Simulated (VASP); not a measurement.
Wanted: the native input for a VASP 6.6.1 run.

| Item | Value |
| --- | --- |
| Task | relaxation of cell and atoms |
| Functional | PBE |
| Potentials or basis | VASP PAW PBE potentials, release 64 (Li_sv, Y_sv) |
| Cutoff | 600 eV |
| k mesh | 4 × 4 × 4 |
| Occupations | gaussian, width 0.1 eV |
| Spin | no spin polarisation |
| Dipole correction | no |
| Further INCAR settings | ALGO = Normal; EDIFF = 1e-06; IBRION = 2; EDIFFG = -0.04; NSW = 90; ISIF = 3 |

The structure of LiY3 lies in POSCAR:

```
LiY3
1.0
   -2.9385478300      2.9385478300      2.9385478300
    2.9385478300     -2.9385478300      2.9385478300
    2.9385478300      2.9385478300     -2.9385478300
Li Y
1 3
Direct
    0.0000000000      0.0000000000      0.0000000000
    0.0000000000      0.5000000000      0.5000000000
    0.5000000000      0.0000000000      0.5000000000
    0.5000000000      0.5000000000      0.0000000000
```

The cell was built from a structure type or drawn by symmetry, and may not be a known phase.

These files were run (other wordings do the same):

INCAR

```
PREC     = Accurate       # precision mode
ENCUT    = 600            # plane-wave cutoff, eV
EDIFF    = 1E-6           # SCF threshold, eV
ISMEAR   = 0              # smearing method
SIGMA    = 0.1            # smearing width, eV
LREAL    = F              # projectors in reciprocal space
LASPH    = T              # aspherical terms in the spheres
NELM     = 60             # most SCF steps
ALGO     = Normal         # electronic algorithm
ISIF     = 3              # what is computed and relaxed
LWAVE    = F              # write WAVECAR
LCHARG   = F              # write CHGCAR
GGA      = PE             # functional
IBRION   = 2              # ionic algorithm
NSW      = 90             # ionic steps
EDIFFG   = -0.04          # ionic threshold
```

KPOINTS

```
regular mesh
0
Gamma
  4 4 4
```

Potentials or basis: VASP PAW PBE potentials, release 64 (Li_sv, Y_sv).

The run is started by

```console
$ cat potpaw_PBE.64/Li_sv/POTCAR potpaw_PBE.64/Y_sv/POTCAR > POTCAR
$ mpirun -np 1 vasp_std > vasp.out
```

It gave:

The relaxed volume is 30.97 Å³/atom, the relaxed cell is a = 5.439 Å, b = 5.439 Å, c = 5.439 Å, α = 109.47°, β = 109.47°, γ = 109.47° and the space group after relaxing (to 0.1 Å) is Im-3m (No. 229). The energy gained by relaxing is 99.8 meV/atom. The ionic steps are 3 and the pressure after relaxing is -0.1 GPa.

Caveat: the k points lie up to 0.35 Å⁻¹ apart in the final cell; the cutoff is under 1.25 times the usual one of these potentials, so pressure, stress and relaxed cells hold a basis-set (Pulay) error; the volume moved by over 15 % at a fixed basis, so the end points are rough; the highest band is partly filled, so the run has too few bands.

Run time: 58 s on 1 thread of Intel(R) Xeon(R) 6975P-C (Granite Rapids) (shared host), peak memory 0.28 GiB.
